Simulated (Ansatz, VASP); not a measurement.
# One calculation of C, two programs

```
C
1.0
     0.00000    1.78350    1.78350
     1.78350    0.00000    1.78350
     1.78350    1.78350    0.00000
C
2
Cartesian
  0.4459 0.4459 0.4459
  3.1211 3.1211 3.1211
```

Alike in both runs: task single point; functional PBE; k mesh 4 × 4 × 4; no spin polarisation.

```csv
,VASP,Ansatz
version,VASP 6.6.1,Ansatz 0.2 development build
potentials or method,"VASP PAW PBE potentials, release 64 (C), cutoff 600 eV","all-electron full-potential LAPW, scalar-relativistic"
occupations,"gaussian, width 0.01 eV",fixed
```

Ansatz gave:

| Item | Value |
| --- | --- |
| gap on the k mesh at the Fermi level (eV) | 4.44 |
| pressure (GPa) | 2.8 |

Task: Which values does VASP return?

Result: gap on the k mesh at the Fermi level (eV): 4.43; pressure (GPa): 2.8.

Ansatz ran all-electron here, and VASP with PAW potentials.

The k mesh is coarse, so the values compare programs but aren't converged.
